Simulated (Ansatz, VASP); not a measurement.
## ZnS in VASP and in Ansatz

```
Zn S
1.0
     0.00000    2.70725    2.70725
     2.70725    0.00000    2.70725
     2.70725    2.70725    0.00000
Zn S
1 1
Direct
  0.00000 0.00000 0.00000
  0.25000 0.25000 0.25000
```

Alike in both runs: functional PBE; k mesh 14 × 14 × 14; occupations fermi-dirac, width 0.02 eV; no spin polarisation.

Ansatz relaxed the structure, and its values are those at the end. VASP's run is a single point on that final structure, the one shown.

|  | VASP | Ansatz |
| --- | --- | --- |
| version | VASP 6.6.1 | Ansatz 0.2.0 |
| potentials or method | VASP PAW PBE potentials, release 64 (Zn, S) | plane-wave PAW, scalar-relativistic |
| plane-wave cutoff (eV) | 520 | 420 |
| valence electrons in the cell | 18 | 18 |

VASP gave:

```
gap on the k mesh at the Fermi level (eV) : 2.09
pressure (GPa)                            : 1.3
```

Q: Which values does Ansatz return?

A: gap on the k mesh at the Fermi level (eV): 2.08; pressure (GPa): 1.2.

Ansatz's warnings: stress scf threshold loose.
